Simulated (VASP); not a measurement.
# Si5P (F-43m) in VASP: notebook

The runs below take Si5P through single point, relaxation of cell and atoms, with PBE.

Program: VASP 6.6.1. These are calculated values, not measurements. Logs are shortened: lines on timing, memory, paths and dates and some standing lists are left out, and cuts for length are marked.

### Step 1. The cell of the first run

Symmetry: F-43m, No. 216, cubic system. The conventional cell has a = 7.160 Å, b = 7.160 Å, c = 7.160 Å, α = 90.00°, β = 90.00°, γ = 90.00°. Si (site symmetry -43m) has 12 Si at 2.97 Å and 4 P at 3.10 Å within 3.9 Å. Within 3.3 Å of Si (site symmetry 3m) lie 9 Si at 2.53 to 2.97 Å and 3 P at 2.97 Å. P (site symmetry -43m) has 16 Si at 2.97 to 3.10 Å within 3.9 Å.

### Step 2. Single point, PBE

INCAR reads:

```
SYSTEM = Si5P
PREC = Accurate
ENCUT = 520
EDIFF = 1E-6
ISMEAR = 0
SIGMA = 0.1
LREAL = .FALSE.
LASPH = .TRUE.
NELM = 80
ALGO = Normal
ISIF = 2
LWAVE = .FALSE.
LCHARG = .FALSE.
GGA = PE
NBANDS = 22
```

KPOINTS reads:

```
Automatic mesh
0
G
  4 4 4
  0 0 0
```

POSCAR reads:

```
Si5P
1.0
    0.0000000000      3.5797720565      3.5797720565
    3.5797720565      0.0000000000      3.5797720565
    3.5797720565      3.5797720565      0.0000000000
Si P
5 1
Direct
    0.7500000000      0.7500000000      0.7500000000
    0.3750412170      0.3750412170      0.8748763491
    0.3750412170      0.8748763491      0.3750412170
    0.8748763491      0.3750412170      0.3750412170
    0.3750412170      0.3750412170      0.3750412170
    0.0000000000      0.0000000000      0.0000000000
```

Potentials or basis: VASP PAW PBE potentials, release 64 (Si, P).

Command:

```bash
$ cat potpaw_PBE.64/Si/POTCAR potpaw_PBE.64/P/POTCAR > POTCAR
$ mpirun -np 1 vasp_std > vasp.out
```

OUTCAR:

```text
SYSTEM = Si5P
   PREC = Accurate
   ENCUT = 520
   EDIFF = 1E-6
   ISMEAR = 0
   LREAL = .FALSE.
   LASPH = .TRUE.
   NELM = 80
   ISIF = 2
   GGA = PE

 ion  position               nearest neighbor table
   1  0.750  0.750  0.750-   2 2.97   3 2.97   4 2.97   5 2.97   5 2.97   5 2.97   2 2.97   2 2.97
                             4 2.97   3 2.97   3 2.97   4 2.97
   2  0.375  0.375  0.875-   3 2.53   4 2.53   5 2.53   5 2.53   3 2.53   4 2.53   1 2.97   1 2.97
                             1 2.97   6 2.97   6 2.97   6 2.97
   3  0.375  0.875  0.375-   2 2.53   4 2.53   5 2.53   2 2.53   5 2.53   4 2.53   1 2.97   1 2.97
                             1 2.97   6 2.97   6 2.97   6 2.97
   4  0.875  0.375  0.375-   2 2.53   3 2.53   5 2.53   5 2.53   2 2.53   3 2.53   1 2.97   1 2.97
                             1 2.97   6 2.97   6 2.97   6 2.97
   5  0.375  0.375  0.375-   2 2.53   3 2.53   4 2.53   2 2.53   3 2.53   4 2.53   1 2.97   1 2.97
                             1 2.97   6 2.97   6 2.97   6 2.97
   6  0.000  0.000  0.000-   3 2.97   4 2.97   2 2.97   4 2.97   2 2.97   3 2.97   5 2.97   5 2.97
                             5 2.97   2 2.97   3 2.97   4 2.97

  LATTYP: Found a face centered cubic cell.
 ALAT       =     7.1595441130

  Lattice vectors:

 A1 = (   0.0000000000,   3.5797720565,   3.5797720565)
 A2 = (   3.5797720565,   0.0000000000,   3.5797720565)
 A3 = (   3.5797720565,   3.5797720565,   0.0000000000)

Analysis of symmetry for initial positions (statically):
=====================================================================
 Subroutine PRICEL returns:
 Original cell was already a primitive cell.

 Routine SETGRP: Setting up the symmetry group for a
 face centered cubic supercell.

 Subroutine GETGRP returns: Found 24 space group operations
 (whereof 24 operations were pure point group operations)
 out of a pool of 48 trial point group operations.

The static configuration has the point symmetry T_d .

Analysis of symmetry for dynamics (positions and initial velocities):
=====================================================================
 Subroutine PRICEL returns:
 Original cell was already a primitive cell.

 Routine SETGRP: Setting up the symmetry group for a
 face centered cubic supercell.

 Subroutine GETGRP returns: Found 24 space group operations
 (whereof 24 operations were pure point group operations)
 out of a pool of 48 trial point group operations.

The dynamic configuration has the point symmetry T_d .

 Subroutine INISYM returns: Found 24 space group operations
 (whereof 24 operations are pure point group operations),
 and found     1 'primitive' translations

----------------------------------------------------------------------------------------

                                     Primitive cell

  volume of cell :      91.7479

  direct lattice vectors                    reciprocal lattice vectors
     0.000000000  3.579772056  3.579772056    -0.139673698  0.139673698  0.139673698
     3.579772056  0.000000000  3.579772056     0.139673698 -0.139673698  0.139673698
     3.579772056  3.579772056  0.000000000     0.139673698  0.139673698 -0.139673698

  length of vectors
     5.062562193  5.062562193  5.062562193     0.241921941  0.241921941  0.241921941

  position of ions in fractional coordinates (direct lattice)
     0.750000000  0.750000000  0.750000000
     0.375041217  0.375041217  0.874876349
     0.375041217  0.874876349  0.375041217
     0.874876349  0.375041217  0.375041217
     0.375041217  0.375041217  0.375041217
     0.000000000  0.000000000  0.000000000

  ion indices of the primitive-cell ions
   primitive index   ion index
                 1           1
                 2           2
                 3           3
                 4           4
                 5           5
                 6           6

----------------------------------------------------------------------------------------

 KPOINTS: Automatic mesh

Automatic generation of k-mesh.
 Grid dimensions read from file:
 generate k-points for:    4    4    4

 Generating k-lattice:

  Cartesian coordinates                     Fractional coordinates (reciprocal lattice)
    -0.034918424  0.034918424  0.034918424     0.250000000  0.000000000  0.000000000
     0.034918424 -0.034918424  0.034918424     0.000000000  0.250000000  0.000000000
     0.034918424  0.034918424 -0.034918424     0.000000000  0.000000000  0.250000000

  Length of vectors
     0.060480485  0.060480485  0.060480485

  Shift w.r.t. Gamma in fractional coordinates (k-lattice)
     0.000000000  0.000000000  0.000000000

 Subroutine IBZKPT returns following result:
 ===========================================

 Found      8 irreducible k-points:

 Following reciprocal coordinates:
            Coordinates               Weight
  0.000000  0.000000  0.000000      1.000000
  0.250000  0.000000  0.000000      8.000000
  0.500000  0.000000  0.000000      4.000000
  0.250000  0.250000  0.000000      6.000000
  0.500000  0.250000  0.000000     24.000000
 -0.250000  0.250000  0.000000     12.000000
  0.500000  0.500000  0.000000      3.000000
 -0.250000  0.500000  0.250000      6.000000
   k-points           NKPTS =      8   k-points in BZ     NKDIM =      8   number of bands    NBANDS=     22
   number of dos      NEDOS =    301   number of ions     NIONS =      6
   total plane-waves  NPLWV =  64000
   dimension x,y,z NGX =    40 NGY =   40 NGZ =   40
   dimension x,y,z NGXF=    80 NGYF=   80 NGZF=   80
   ions per type =               5   1
   NGX,Y,Z   is equivalent  to a cutoff of  13.14, 13.14, 13.14 a.u.
   NGXF,Y,Z  is equivalent  to a cutoff of  26.27, 26.27, 26.27 a.u.
 SYSTEM =  Si5P
   PREC   = accura    normal or accurate (medium, high low for compatibility)
   ISTART =      0    job   : 0-new  1-cont  2-samecut
   ICHARG =      2    charge: 1-file 2-atom 10-const
   ISPIN  =      1    spin polarized calculation?
   LNONCOLLINEAR =      F non collinear calculations
   LSORBIT =      F    spin-orbit coupling
   LASPH  =      T    aspherical Exc in radial PAW
   ENCUT  =  520.0 eV  38.22 Ry    6.18 a.u.   9.41  9.41  9.41*2*pi/ulx,y,z
   NELM   =     80;   NELMIN=  2; NELMDL= -5     # of ELM steps
   EDIFF  = 0.1E-05   stopping-criterion for ELM
   LREAL  =      F    real-space projection
   EDIFFG = 0.1E-04   stopping-criterion for IOM
   NSW    =      0    number of steps for IOM
   IBRION =     -1    ionic relax: 0-MD 1-quasi-New 2-CG
   NFREE  =      0    steps in history (QN), initial steepest desc. (CG)
   ISIF   =      2    stress and relaxation
   ISYM   =      2    0-nonsym 1-usesym 2-fastsym
   POTIM  = 0.5000    time-step for ionic-motion
   TEBEG  =    0.0;   TEEND  =   0.0 temperature during run
   PSTRESS=    0.0 pullay stress
   NELECT =      25.0000    total number of electrons
   NUPDOWN=      -1.0000    fix difference up-down
   EMIN   =  10.00;   EMAX   =-10.00  energy-range for DOS
   EFERMI =   0.00;   METHOD = LEGACY
   ISMEAR =     0;   SIGMA  =   0.10  broadening in eV -4-tet -1-fermi 0-gaus
   EFERMI_NEDOS =   21; number of points for ismear=-14 and -15
   IALGO  =     38    algorithm
   IMIX   =      4    mixing-type and parameters
     AMIX     =   0.40;   BMIX     =  1.00
     AMIX_MAG =   1.60;   BMIX_MAG =  1.00
  volume/ion in A,a.u.               =      15.29       103.19
  Fermi-wavevector in a.u.,A,eV,Ry     =   1.061344  2.005649 15.326295  1.126451
  Thomas-Fermi vector in A             =   2.196757
   LORBIT       =      0    0 simple, 1 ext, 2 COOP (PROOUT), +10 PAW based schemes
   GGA     = PE    functional components
   LHFCALC =     F    Hartree Fock is set to
   AEXX    =    0.0000 exact exchange contribution
   IVDW    =     0    specifies the selected vdW correction
   LEPSILON=     F    determine dielectric tensor
   LRPA    =     F    only Hartree local field effects (RPA)
 non-spin polarized calculation
 Gauss-broadening in eV      SIGMA  =   0.10
  energy-cutoff  :      520.00
  volume of cell :       91.75
 maximum number of plane-waves:      2493
 NGX is ok and might be reduce to    40
   NGX = 19   NGY = 19   NGZ = 19

 number of electron      24.9999998 magnetization

 Free energy of the ion-electron system (eV)
  ---------------------------------------------------
  ext. energy  EPLUGINS =         0.00000000
  ---------------------------------------------------
  free energy    TOTEN  =       -28.20804239 eV

  energy without entropy =      -28.19133383  energy(sigma->0) =      -28.19968811

 E-fermi :   9.2848     XC(G=0): -10.9875

 val. band max:        9.2463393348   @ k =   0.5000   0.5000   0.0000
 cond. band min:       9.2952028253   @ k =  -0.2500   0.5000   0.2500
 fundamental gap:      0.0488634905
 Fermi energy:         9.2848247585

 k-point     1 :       0.0000    0.0000    0.0000
  band No.  band energies     occupation
      1      -5.0868      2.00000
      2       0.6895      2.00000
      3       2.0959      2.00000
      4       3.7486      2.00000
      5       3.7486      2.00000
      6       3.7486      2.00000
[... 14 lines left out ...]
     21      17.1221      0.00000
     22      17.1243      0.00000

 k-point     2 :       0.2500    0.0000    0.0000
  band No.  band energies     occupation
      1      -4.5791      2.00000
      2      -0.6778      2.00000
      3       0.9826      2.00000
      4       2.7507      2.00000
      5       2.9797      2.00000
      6       2.9797      2.00000
[... 14 lines left out ...]
     21      16.7097      0.00000
     22      17.3234      0.00000

 k-point     3 :       0.5000    0.0000    0.0000
  band No.  band energies     occupation
      1      -3.3194      2.00000
      2      -2.7623      2.00000
      3       0.7430      2.00000
      4       2.1041      2.00000
      5       2.8428      2.00000
      6       2.8428      2.00000
[... 14 lines left out ...]
     21      14.4647      0.00000
     22      15.4045      0.00000
[... 76 lines left out ...]
 k-point     7 :       0.5000    0.5000    0.0000
  band No.  band energies     occupation
      1      -2.6185      2.00000
      2      -2.2199      2.00000
      3      -0.7584      2.00000
      4       0.8115      2.00000
      5       1.2089      2.00000
      6       1.2089      2.00000
[... 14 lines left out ...]
     21      12.9682      0.00000
     22      12.9682      0.00000

 k-point     8 :      -0.2500    0.5000    0.2500
  band No.  band energies     occupation
      1      -2.0224      2.00000
      2      -2.0005      2.00000
      3      -1.9575      2.00000
      4      -0.5311      2.00000
      5       3.2967      2.00000
      6       4.1432      2.00000
[... 14 lines left out ...]
     21      14.2867      0.00000
     22      14.4952      0.00000

------------------------ aborting loop because EDIFF is reached ----------------------------------------

  FORCE on cell =-STRESS in cart. coord.  units (eV):
  Direction    XX          YY          ZZ          XY          YZ          ZX
  --------------------------------------------------------------------------------------
  -------------------------------------------------------------------------------------
  Total        0.1316422      0.1316422      0.1316422      0.0000000      0.0000000      0.0000000
  in kB        2.2988443      2.2988443      2.2988443      0.0000000      0.0000000      0.0000000
  external PRESSURE =       2.2988443 kB  Pullay stress =       0.0000000 kB

 VOLUME and BASIS-vectors are now :
 -----------------------------------------------------------------------------
  energy-cutoff  :      520.00
  volume of cell :       91.75
      direct lattice vectors                 reciprocal lattice vectors
     0.000000000  3.579772056  3.579772056    -0.139673698  0.139673698  0.139673698
     3.579772056  0.000000000  3.579772056     0.139673698 -0.139673698  0.139673698
     3.579772056  3.579772056  0.000000000     0.139673698  0.139673698 -0.139673698

 POSITION                                       TOTAL-FORCE (eV/Angst)
 -----------------------------------------------------------------------------------
      5.36966      5.36966      5.36966         0.000000     -0.000000     -0.000000
      4.47442      4.47442      2.68512         0.002200      0.002200     -0.002200
      4.47442      2.68512      4.47442         0.002200     -0.002200      0.002200
      2.68512      4.47442      4.47442        -0.002200      0.002200      0.002200
      2.68512      2.68512      2.68512        -0.002200     -0.002200     -0.002200
      0.00000      0.00000      0.00000         0.000000     -0.000000      0.000000
 -----------------------------------------------------------------------------------
    total drift:                               -0.000000     -0.000000      0.000000

  FREE ENERGIE OF THE ION-ELECTRON SYSTEM (eV)
  ---------------------------------------------------
  free  energy   TOTEN  =       -28.2080423876 eV

  energy  without entropy=      -28.1913338343  energy(sigma->0) =      -28.19968811
```

Wall time 18 s (1 thread of Intel Xeon Platinum 8488C (Sapphire Rapids), shared host); peak memory 0.23 GiB.

Results:

| Property | Result |
| --- | --- |
| Free energy | -28.2080 eV |
| Pressure | 0.2 GPa |
| Largest force | 0.004 eV/Å |

Forces on the atoms (eV/Å):
```
Si   0.000  0.000  0.000
Si   0.002  0.002 -0.002
Si   0.002 -0.002  0.002
Si  -0.002  0.002  0.002
Si  -0.002 -0.002 -0.002
P    0.000  0.000  0.000
```

Caveat: the k points lie up to 0.38 Å⁻¹ apart.

[end of part 1 of 2]
